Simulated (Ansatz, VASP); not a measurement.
**Two plane-wave programs on TiN**

INCAR

```
SYSTEM = TiN
PREC = Accurate
ENCUT = 600
EDIFF = 1E-6
ISMEAR = -1
SIGMA = 0.1
LREAL = .FALSE.
LASPH = .TRUE.
NELM = 120
ALGO = Normal
ISIF = 2
LWAVE = .FALSE.
LCHARG = .TRUE.
GGA = PS
LELF = .TRUE.
LVHAR = .TRUE.
NBANDS = 16
GGA_COMPAT = .FALSE.
```

The input KPOINTS:

```
Automatic mesh
0
G
  6 6 6
  0 0 0
```

POSCAR

```
TiN
1.0
    0.0000000000      2.1190000000      2.1190000000
    2.1190000000      0.0000000000      2.1190000000
    2.1190000000      2.1190000000      0.0000000000
Ti N
1 1
Direct
    0.0000000000      0.0000000000      0.0000000000
    0.5000000000      0.5000000000      0.5000000000
```

Input for Ansatz:

```yaml
crystal:
  lattice:
    - [0.0, 2.119, 2.119]
    - [2.119, 0.0, 2.119]
    - [2.119, 2.119, 0.0]
  atoms:
    - { symbol: Ti, position: [0.0, 0.0, 0.0] }
    - { symbol: "N", position: [0.5, 0.5, 0.5] }
accuracy: medium
kpoints:
  mp_grid:
    grid: [6, 6, 6]
hamiltonian:
  xc: pbesol
scf:
  max_iter: 80
  n_extra_bands: 2
  mixing:
    algorithm: broyden
    beta: 0.6
    ndim: 4
  occupations:
    method: fermi_dirac
    width: 0.1
output:
  stress: true
```

Alike in both runs: task single point; functional PBEsol; k mesh 6 × 6 × 6; occupations fermi-dirac, width 0.1 eV; no spin polarisation.

```csv
,VASP,Ansatz
version,VASP 6.6.1,Ansatz 0.2.0
potentials or method,"VASP PAW PBE potentials, release 64 (Ti_sv, N)","plane waves, PAW"
plane-wave cutoff (eV),600,420
valence electrons in the cell,17,17
```

|  | VASP | Ansatz | Ansatz less VASP |
| --- | --- | --- | --- |
| gap on the k mesh at the Fermi level (eV) | none | none | - |
| pressure (GPa) | -6.6 | -6.9 | -0.29 |

VASP's potentials were made for PBE, not for PBEsol. A gap of «none» marks a metal or a gap that the smearing closes. With one functional, cell and mesh, what is left measures potentials, basis and numerics.

The k mesh is coarse, so the values compare programs but aren't converged.
